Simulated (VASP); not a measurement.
Write the native input for VASP 6.6.1 that does the following.

- Task: single point
- Functional: PBE
- Potentials or basis: VASP PAW PBE potentials, release 64 (In_d)
- Cutoff: 520 eV
- k mesh: 8 × 8 × 8
- Occupations: gaussian, width 0.05 eV
- Spin: no spin polarisation
- Dipole correction: no
- Further INCAR settings: ALGO = Normal; EDIFF = 1e-06; NBANDS = 12

The structure of In lies in POSCAR:

```
In
1.0
   -1.5997831530      1.5997831530      2.6550519175
    1.5997831530     -1.5997831530      2.6550519175
    1.5997831530      1.5997831530     -2.6550519175
In
1
Direct
    0.0000000000      0.0000000000      0.0000000000
```

The input as run:

INCAR

```
SYSTEM = In
PREC = Accurate ; ENCUT = 520
EDIFF = 1E-6 ; ISMEAR = 0
SIGMA = 0.05 ; LREAL = .FALSE.
LASPH = .TRUE. ; NELM = 80
ALGO = Normal ; ISIF = 2
LWAVE = .FALSE. ; LCHARG = .TRUE.
GGA = PE ; LELF = .TRUE.
LVHAR = .TRUE. ; NBANDS = 12
```

KPOINTS

```
Automatic mesh
0
G
  8 8 8
  0 0 0
```

Potentials or basis: VASP PAW PBE potentials, release 64 (In_d).

Launch:

```console
$ cat potpaw_PBE.64/In_d/POTCAR > POTCAR
$ mpirun -np 1 vasp_std > vasp.out
```

It gave:

- Pressure: 0.2 GPa
- Band gap on the k mesh: zero (an odd number of electrons rules out a gap without spin polarisation)

Caveat: spin-orbit coupling is left out, which moves the levels of the heavy elements.

It took 8.1 s on 1 thread of Intel(R) Xeon(R) 6975P-C (Granite Rapids), with other jobs on the host, peak memory 0.16 GiB.
